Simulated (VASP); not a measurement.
Write the native input for VASP 6.6.1 that does the following.

```
Task                   : single point
Functional             : RPBE
Potentials or basis    : VASP PAW PBE potentials, release 64 (Sb)
Cutoff                 : 520 eV
k mesh                 : 8 × 8 × 8
Occupations            : gaussian, width 0.05 eV
Spin                   : no spin polarisation
Dipole correction      : no
Further INCAR settings : ALGO = Normal; EDIFF = 1e-07; NBANDS = 8
```

The structure of Sb lies in POSCAR:

```
Sb
1.0
    3.1386352992      0.0000000000      0.0000000000
    0.0000000000      3.1386352992      0.0000000000
    0.0000000000      0.0000000000      3.1386352992
Sb
1
Direct
    0.0000000000      0.0000000000      0.0000000000
```

This cell differs from its parent crystal: volume scaled by 1.04.

The input as run:

INCAR

```
PREC = Accurate
ENCUT = 520
EDIFF = 1E-7
ISMEAR = 0
SIGMA = 0.05
LREAL = F
LASPH = T
NELM = 80
ALGO = Normal
ISIF = 2
LWAVE = F
LCHARG = F
GGA = RP
NBANDS = 8
```

KPOINTS

```
Automatic mesh
0
Gamma
  8 8 8
```

Potentials or basis: VASP PAW PBE potentials, release 64 (Sb).

The run is started by

```console
$ cat potpaw_PBE.64/Sb/POTCAR > POTCAR
$ mpirun -np 1 vasp_std > vasp.out
```

It gave:

- Pressure: -0.1 GPa

Caveat: the PAW data sets were made with another functional, which shifts forces and pressure a little.

Wall time 12 s on 1 thread of Intel Xeon 6975P-C, with other jobs on the host, peak memory 0.14 GiB.
